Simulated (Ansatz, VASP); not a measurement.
# Zr: VASP beside Ansatz

```xyz
2
Lattice="3.2320 0.0323 0.0323 -1.5880 2.7828 0.0118 0.0515 0.0515 5.1470" Properties=species:S:1:pos:R:3 pbc="T T T"
Zr    0.0315    1.8789    1.3054
Zr    1.6639    0.9878    3.8857
```

Change from the starting cell: equal xy, yz and zx shear strains of +2 %, crystal datasets.

Alike in both runs: task electric field gradients; functional LDA; k mesh 13 × 13 × 7; occupations fermi-dirac, width 0.03 eV; no spin polarisation.

```csv
,VASP,Ansatz
version,VASP 6.6.1,Ansatz 0.2.0
potentials or method,"VASP PAW LDA potentials, release 64 (Zr_sv), cutoff 520 eV","all-electron PAW with datasets made for the crystal, scalar-relativistic"
```

|  | VASP | Ansatz | Ansatz less VASP |
| --- | --- | --- | --- |
| pressure (GPa) | -6.0 | -6.1 | -0.06 |
| traceless stress, the component that is largest in VASP (GPa) | -0.74 | -0.75 | -0.004 |
| rms of the force components (eV/Å) | 0.017 | 0.017 | +0.0001 |
| size of Vzz on the site where it differs most (V/Å²) | 42.6 | 42.7 | +0.15 |

LDA's correlation is that of Perdew and Zunger in VASP and of Perdew and Wang (1992) in Ansatz. Atom by atom the forces differ by 0.000 eV/Å (rms over components). Ansatz ran all-electron here, and VASP with PAW potentials.
